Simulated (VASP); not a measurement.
Write the native input for VASP 6.6.1 that does the following.

| Item | Value |
| --- | --- |
| Task | single point |
| Functional | PBE |
| Potentials or basis | VASP PAW PBE potentials, release 64 (Si, W_sv) |
| Cutoff | 520 eV |
| k mesh | 18 × 18 × 18 |
| Occupations | gaussian, width 0.1 eV |
| Spin | no spin polarisation |
| Dipole correction | no |
| Further INCAR settings | ALGO = Normal; EDIFF = 1e-06; NBANDS = 18 |

The structure of Si2W lies in POSCAR:

```
Si2W
1.0
   -1.6069000000      1.6069000000      3.9149500000
    1.6069000000     -1.6069000000      3.9149500000
    1.6069000000      1.6069000000     -3.9149500000
Si W
2 1
Direct
    0.3347000000      0.3347000000      0.0000000000
    0.6653000000      0.6653000000      0.0000000000
    0.0000000000      0.0000000000      0.0000000000
```

One way to write it, as run:

INCAR

```
PREC = Accurate
ENCUT = 520
EDIFF = 1E-6
ISMEAR = 0
SIGMA = 0.1
LREAL = F
LASPH = T
NELM = 60
ALGO = Normal
ISIF = 2
LWAVE = F
LCHARG = F
GGA = PE
NBANDS = 18
```

KPOINTS

```
regular mesh
0
Gamma
  18 18 18
```

Potentials or basis: VASP PAW PBE potentials, release 64 (Si, W_sv).

Run with:

```bash
$ cat potpaw_PBE.64/Si/POTCAR potpaw_PBE.64/W_sv/POTCAR > POTCAR
$ mpirun -np 1 vasp_std > vasp.out
```

It gave:

* Pressure: 3.3 GPa
* Largest force: 0.063 eV/Å
* Band gap on the k mesh: zero (bands 11 and 12 overlap by 1.27 eV)

Caveat: the cell stands under pressure; spin-orbit coupling is left out, which moves the levels of the heavy elements.

It took 4.2 min on 1 thread of AMD EPYC 9R45 96-Core Processor (Zen 5) (shared host), peak memory 0.43 GiB.
